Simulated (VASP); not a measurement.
# Fe (Im-3m) in VASP: settings compared, part 3 of 3

VASP 6.6.1.

### 6 Single point, HSE06, collinear spin, ferromagnetic start

This run uses another cell than the first one, of 12.26 Å³/atom.

File POSCAR:

```
Fe
1.0
   -1.4525565699      1.4525565699      1.4525565699
    1.4525565699     -1.4525565699      1.4525565699
    1.4525565699      1.4525565699     -1.4525565699
Fe
1
Direct
    0.0000000000      0.0000000000      0.0000000000
```

File INCAR.step1:

```
PREC     = Accurate       # precision mode
ENCUT    = 520            # plane-wave cutoff, eV
EDIFF    = 1E-5           # SCF threshold, eV
ISMEAR   = -1             # smearing method
SIGMA    = 0.05           # smearing width, eV
LREAL    = F              # projectors in reciprocal space
LASPH    = T              # aspherical terms in the spheres
NELM     = 150            # most SCF steps
ALGO     = Normal         # electronic algorithm
ISIF     = 2              # what is computed and relaxed
LWAVE    = T              # write WAVECAR
LCHARG   = F              # write CHGCAR
ISPIN    = 2              # spin polarisation
MAGMOM   = 3              # initial moments
LORBIT   = 11             # projections on sites
LMAXMIX  = 4              # l up to which the mixer works
NBANDS   = 14             # bands
GGA      = PE             # functional
```

File INCAR.step2:

```
PREC     = Accurate       # precision mode
ENCUT    = 520            # plane-wave cutoff, eV
EDIFF    = 1E-7           # SCF threshold, eV
ISMEAR   = -1             # smearing method
SIGMA    = 0.05           # smearing width, eV
LREAL    = F              # projectors in reciprocal space
LASPH    = T              # aspherical terms in the spheres
NELM     = 150            # most SCF steps
ALGO     = Normal         # electronic algorithm
ISIF     = 2              # what is computed and relaxed
LWAVE    = F              # write WAVECAR
LCHARG   = F              # write CHGCAR
ISPIN    = 2              # spin polarisation
MAGMOM   = 3              # initial moments
LORBIT   = 11             # projections on sites
LMAXMIX  = 4              # l up to which the mixer works
GGA      = PE             # functional
LHFCALC  = T              # exact exchange
HFSCREEN = 0.2079         # screening, 1/A
PRECFOCK = Normal       
NBANDS   = 14             # bands
ISTART   = 1
```

File KPOINTS:

```
regular mesh
0
Gamma
  8 8 8
```

Potentials or basis: VASP PAW PBE potentials, release 64 (Fe).

Launch:

```console
$ cat potpaw_PBE.64/Fe/POTCAR > POTCAR
$ cp INCAR.step1 INCAR
$ mpirun -np 1 vasp_std > vasp.out
$ cp INCAR.step2 INCAR
$ mpirun -np 1 vasp_std > vasp.out
```

OUTCAR:

```text
PREC = Accurate
   ENCUT = 520
   EDIFF = 1E-7
   ISMEAR = -1
   LREAL = F
   LASPH = T
   NELM = 150
   ISIF = 2
   ISPIN = 2
   LORBIT = 11
   GGA = PE
   LHFCALC = T
   HFSCREEN = 0.2079
   PRECFOCK = Normal
   ISTART = 1

 ion  position               nearest neighbor table
   1  0.000  0.000  0.000-

  LATTYP: Found a body centered cubic cell.
 ALAT       =     2.9051131398

  Lattice vectors:

 A1 = (  -1.4525565699,   1.4525565699,   1.4525565699)
 A2 = (   1.4525565699,  -1.4525565699,   1.4525565699)
 A3 = (   1.4525565699,   1.4525565699,  -1.4525565699)

Analysis of symmetry for initial positions (statically):
=====================================================================
 Subroutine PRICEL returns:
 Original cell was already a primitive cell.

 Routine SETGRP: Setting up the symmetry group for a
 body centered cubic supercell.

 Subroutine GETGRP returns: Found 48 space group operations
 (whereof 48 operations were pure point group operations)
 out of a pool of 48 trial point group operations.

The static configuration has the point symmetry O_h .

Analysis of symmetry for dynamics (positions and initial velocities):
=====================================================================
 Subroutine PRICEL returns:
 Original cell was already a primitive cell.

 Routine SETGRP: Setting up the symmetry group for a
 body centered cubic supercell.

 Subroutine GETGRP returns: Found 48 space group operations
 (whereof 48 operations were pure point group operations)
 out of a pool of 48 trial point group operations.

The dynamic configuration has the point symmetry O_h .

Analysis of structural, dynamic, and magnetic symmetry:
=====================================================================
 Subroutine PRICEL returns:
 Original cell was already a primitive cell.

 Routine SETGRP: Setting up the symmetry group for a
 body centered cubic supercell.

 Subroutine GETGRP returns: Found 48 space group operations
 (whereof 48 operations were pure point group operations)
 out of a pool of 48 trial point group operations.

The overall configuration has the point symmetry O_h .

 Subroutine INISYM returns: Found 48 space group operations
 (whereof 48 operations are pure point group operations),
 and found     1 'primitive' translations

----------------------------------------------------------------------------------------

                                     Primitive cell

  volume of cell :      12.2591

  direct lattice vectors                    reciprocal lattice vectors
    -1.452556570  1.452556570  1.452556570     0.000000000  0.344220673  0.344220673
     1.452556570 -1.452556570  1.452556570     0.344220673  0.000000000  0.344220673
     1.452556570  1.452556570 -1.452556570     0.344220673  0.344220673  0.000000000

  length of vectors
     2.515901780  2.515901780  2.515901780     0.486801544  0.486801544  0.486801544

  position of ions in fractional coordinates (direct lattice)
     0.000000000  0.000000000  0.000000000

  ion indices of the primitive-cell ions
   primitive index   ion index
                 1           1

----------------------------------------------------------------------------------------

 KPOINTS: regular mesh

Automatic generation of k-mesh.
 Grid dimensions read from file:
 generate k-points for:    8    8    8

 Generating k-lattice:
[... 74 lines left out ...]
   NUPDOWN=      -1.0000    fix difference up-down
   EMIN   =  10.00;   EMAX   =-10.00  energy-range for DOS
   EFERMI =   0.00;   METHOD = LEGACY
   ISMEAR =    -1;   SIGMA  =   0.05  broadening in eV -4-tet -1-fermi 0-gaus
   EFERMI_NEDOS =   21; number of points for ismear=-14 and -15
   IALGO  =     38    algorithm
   IMIX   =      1    mixing-type and parameters
     AMIX     =   0.40;   BMIX     =  1.00
     AMIX_MAG =   1.60;   BMIX_MAG =  1.00
  volume/ion in A,a.u.               =      12.26        82.73
  Fermi-wavevector in a.u.,A,eV,Ry     =   1.419989  2.683391 27.434379  2.016370
  Thomas-Fermi vector in A             =   2.540952
   LORBIT       =     11    0 simple, 1 ext, 2 COOP (PROOUT), +10 PAW based schemes
   GGA     = PE    functional components
   LHFCALC =     T    Hartree Fock is set to
   PRECFOCK=normal    Normal, Fast or Accurate (Low or Medium for compatibility)
   ENCUT4O =  -1.0   cutoff for four orbital integrals eV
   NKREDX  =     1    reduce k-point grid by
   NKREDY  =     1    reduce k-point grid by
   NKREDZ  =     1    reduce k-point grid by
   AEXX    =    0.2500 exact exchange contribution
   HFSCREEN=    0.2079 screening length (either q_TF or 0.3 A-1)
   HFSCREENC=   0.2079 screening length for correlation (either q_TF or 0.3 A-1)
   ENCUTFOCK=  -1.0 apply spherical cutoff to Coloumb kernel
   IVDW    =     0    specifies the selected vdW correction
   LEPSILON=     F    determine dielectric tensor
   LRPA    =     F    only Hartree local field effects (RPA)
 spin polarized calculation
  energy-cutoff  :      520.00
  volume of cell :       12.26
 maximum number of plane-waves:       370
  NGX = 16; NGY = 16; NGZ = 16

 number of electron       7.9999994 magnetization       2.7844407

 Free energy of the ion-electron system (eV)
  ---------------------------------------------------
  ext. energy  EPLUGINS =         0.00000000
  ---------------------------------------------------
  free energy    TOTEN  =       -11.54304885 eV

  energy without entropy =      -11.53616101  energy(sigma->0) =      -11.53960493

 E-fermi :   5.4587     XC(G=0): -10.3298

 val. band max:        5.4289677506   @ k =  -0.2500   0.3750   0.1250
 cond. band min:       5.4874026907   @ k =   0.1250   0.1250   0.0000
 fundamental gap:      0.0584349400
 Fermi energy:         5.4586608481

 spin component 1

 k-point     1 :       0.0000    0.0000    0.0000
  band No.  band energies     occupation
      1      -3.8338      1.00000
      2       0.3473      1.00000
      3       0.3473      1.00000
      4       0.3473      1.00000
      5       1.4191      1.00000
      6       1.4191      1.00000
      7      30.6852      0.00000
      8      30.6852      0.00000
      9      30.6852      0.00000
     10      35.4002      0.00000
     11      35.4002      0.00000
     12      37.3179      0.00000
     13      37.3296      0.00000
     14      37.4989      0.00000
[... 379 lines left out ...]
      3       0.8600      1.00000
      4       1.2657      1.00000
      5       2.2495      1.00000
      6       6.8522      0.00000
      7      16.9484      0.00000
      8      19.9692      0.00000
      9      22.7613      0.00000
     10      26.2193      0.00000
     11      35.5635      0.00000
     12      37.6213      0.00000
     13      40.4439      0.00000
     14      45.1997      0.00000

 [... further k-points ...]

 spin component 2

 k-point     1 :       0.0000    0.0000    0.0000
  band No.  band energies     occupation
      1      -4.4616      1.00000
      2       6.2045      0.00000
      3       6.2046      0.00000
      4       6.2046      0.00000
      5       9.0455      0.00000
      6       9.0456      0.00000
      7      29.8287      0.00000
      8      29.8287      0.00000
      9      29.8287      0.00000
     10      35.4262      0.00000
     11      35.4262      0.00000
     12      38.4403      0.00000
     13      38.4403      0.00000
     14      38.6276      0.00000
[... 379 lines left out ...]
      3       6.3112      0.00000
      4       7.1163      0.00000
      5       8.7181      0.00000
      6      10.3909      0.00000
      7      18.2812      0.00000
      8      20.7664      0.00000
      9      23.7791      0.00000
     10      26.7209      0.00000
     11      36.3014      0.00000
     12      38.1168      0.00000
     13      40.7216      0.00000
     14      45.4605      0.00000

 [... further k-points ...]
[... 5 lines left out ...]
  --------------------------------------------------------------------------------------
  -------------------------------------------------------------------------------------
  Total       -0.0431316     -0.0431316     -0.0431316     -0.0000000      0.0000000     -0.0000000
  in kB       -5.6369922     -5.6369922     -5.6369922     -0.0000000      0.0000000     -0.0000000
  external PRESSURE =      -5.6369922 kB  Pullay stress =       0.0000000 kB

 VOLUME and BASIS-vectors are now :
 -----------------------------------------------------------------------------
  energy-cutoff  :      520.00
  volume of cell :       12.26
      direct lattice vectors                 reciprocal lattice vectors
    -1.452556570  1.452556570  1.452556570     0.000000000  0.344220673  0.344220673
     1.452556570 -1.452556570  1.452556570     0.344220673  0.000000000  0.344220673
     1.452556570  1.452556570 -1.452556570     0.344220673  0.344220673  0.000000000

 POSITION                                       TOTAL-FORCE (eV/Angst)
 -----------------------------------------------------------------------------------
      0.00000      0.00000      0.00000        -0.000000      0.000000      0.000000
 -----------------------------------------------------------------------------------
    total drift:                                0.000000      0.000002      0.000003

  FREE ENERGIE OF THE ION-ELECTRON SYSTEM (eV)
  ---------------------------------------------------
  free  energy   TOTEN  =       -11.5430488542 eV

  energy  without entropy=      -11.5361610094  energy(sigma->0) =      -11.53960493

 total charge

# of ion       s       p       d       tot
------------------------------------------
    1        0.474   0.516   6.158   7.148

 magnetization (x)

# of ion       s       p       d       tot
------------------------------------------
    1       -0.036  -0.162   3.070   2.872
```

Run time: 42 min. Hardware: 1 thread of Intel Xeon Platinum 8488C (Sapphire Rapids), shared host; peak memory 0.24 GiB.

What came out:

| Quantity | Value |
| --- | --- |
| Free energy | -11.5430 eV |
| Pressure | -0.6 GPa |
| Net moment | 2.78 μB per cell |
| Site moments | Fe +2.87 μB |
| Valence electrons inside the program's atomic spheres | Fe 7.15 |

Caveat: the k points lie up to 0.38 Å⁻¹ apart; the PAW data sets were made with another functional, which shifts forces and pressure a little.

### 7 Overview

```csv
level,potentials or basis,spin,cell,k mesh,smearing,grid for exact exchange (PRECFOCK),share of exact exchange,screening parameter,gap on the mesh (eV),pressure (GPa),moment (μB)
LDA,"VASP PAW LDA potentials, release 64 (Fe)","non-collinear, typed start","a = 2.499 Å, angles 109.5°, 1 atom",10 × 10 × 10,gaussian 0.15 eV,-,-,-,none,-27.0,2.15
LDA,"VASP PAW LDA potentials, release 64 (Fe)","non-collinear, typed start","a = 2.516 Å, angles 109.5°, 1 atom",10 × 10 × 10,gaussian 0.15 eV,-,-,-,none,-29.3,2.17
LDA,"VASP PAW LDA potentials, release 64 (Fe)","non-collinear, typed start","a = 2.532 Å, angles 109.5°, 1 atom",10 × 10 × 10,gaussian 0.15 eV,-,-,-,none,-31.0,2.20
LDA,"VASP PAW LDA potentials, release 64 (Fe)","non-collinear, typed start","a = 2.548 Å, angles 109.5°, 1 atom",10 × 10 × 10,gaussian 0.15 eV,-,-,-,none,-32.2,2.25
HSE06,"VASP PAW PBE potentials, release 64 (Fe)","collinear, ferromagnetic start","a = 2.516 Å, angles 109.5°, 1 atom",8 × 8 × 8,fermi-dirac 0.05 eV,Normal,0.25,0.2079 1/Å,none,-0.6,2.78
```

Alike in all rows: task single point; cutoff (eV) 520.

Caveats: some runs use coarse meshes; the cell stands under tension (at least some runs); the PAW data sets were made with another functional, which shifts forces and pressure a little (at least some runs).

Absolute energies hang on the potentials; compare differences alone.

The gap in the log of VASP goes by the Fermi energy; the results here count the filled bands.